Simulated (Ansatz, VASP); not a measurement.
**Nb: VASP beside Ansatz**

INCAR

```
SYSTEM = Nb
PREC     = Accurate       ! precision mode
ENCUT    = 500            ! plane-wave cutoff, eV
EDIFF    = 1E-7           ! SCF threshold, eV
ISMEAR   = 0              ! smearing method
SIGMA    = 0.1            ! smearing width, eV
LREAL    = .False.        ! projectors in reciprocal space
LASPH    = .True.         ! aspherical terms in the spheres
NELM     = 120            ! most SCF steps
ALGO     = Normal         ! electronic algorithm
ISIF     = 3              ! what is computed and relaxed
LWAVE    = .False.        ! write WAVECAR
LCHARG   = .False.        ! write CHGCAR
GGA      = PE             ! functional
IBRION   = 2              ! ionic algorithm
NSW      = 80             ! ionic steps
EDIFFG   = -0.05          ! ionic threshold
GGA_COMPAT= .False.      
NELMIN   = 4
```

KPOINTS

```
Automatic mesh
0
Gamma
  8 8 8
  0 0 0
```

Contents of POSCAR:

```
Nb
1.0
   -1.6053865942      1.6053865942      1.6053865942
    1.6053865942     -1.6053865942      1.6053865942
    1.6053865942      1.6053865942     -1.6053865942
Nb
1
Direct
    0.0000000000      0.0000000000      0.0000000000
```

Input for Ansatz:

```yaml
crystal:
  lattice:
    - [-1.6053865942, 1.6053865942, 1.6053865942]
    - [1.6053865942, -1.6053865942, 1.6053865942]
    - [1.6053865942, 1.6053865942, -1.6053865942]
  atoms:
    - { symbol: Nb, position: [0.0, 0.0, 0.0] }
basis:
  ecutwfc: 420
kpoints:
  mp_grid: { grid: [8, 8, 8] }
hamiltonian:
  xc: pbe
scf:
  occupations: { method: gaussian, width: 0.1 }
output:
  forces: true
  stress: true
  eigenvalues: true
relax:
  adjacent_minimum: "off"
  f_tol: 0.05
  max_steps: 60
  cell: { stress_tol: 0.5 }
```

Alike in both runs: task relaxation of cell and atoms; functional PBE; k mesh 8 × 8 × 8; occupations gaussian, width 0.1 eV; no spin polarisation.

|  | VASP | Ansatz |
| --- | --- | --- |
| version | VASP 6.6.1 | Ansatz 0.2.0 |
| potentials or method | VASP PAW PBE potentials, release 64 (Nb_sv), cutoff 500 eV | scalar-relativistic, plane waves, PAW |
| valence electrons in the cell | 13 | 13 |

Ansatz gave:

- gap on the k mesh at the Fermi level, each at its own relaxed structure (eV): none
- relaxed volume (Å³/atom): 18.17
- relaxed cell length with the largest relative difference (Å): 2.869

Task: Estimate VASP's values.

Result: gap on the k mesh at the Fermi level, each at its own relaxed structure (eV): none; relaxed volume (Å³/atom): 18.14; relaxed cell length with the largest relative difference (Å): 2.867.

A gap of «none» marks a metal or a gap that the smearing closes.
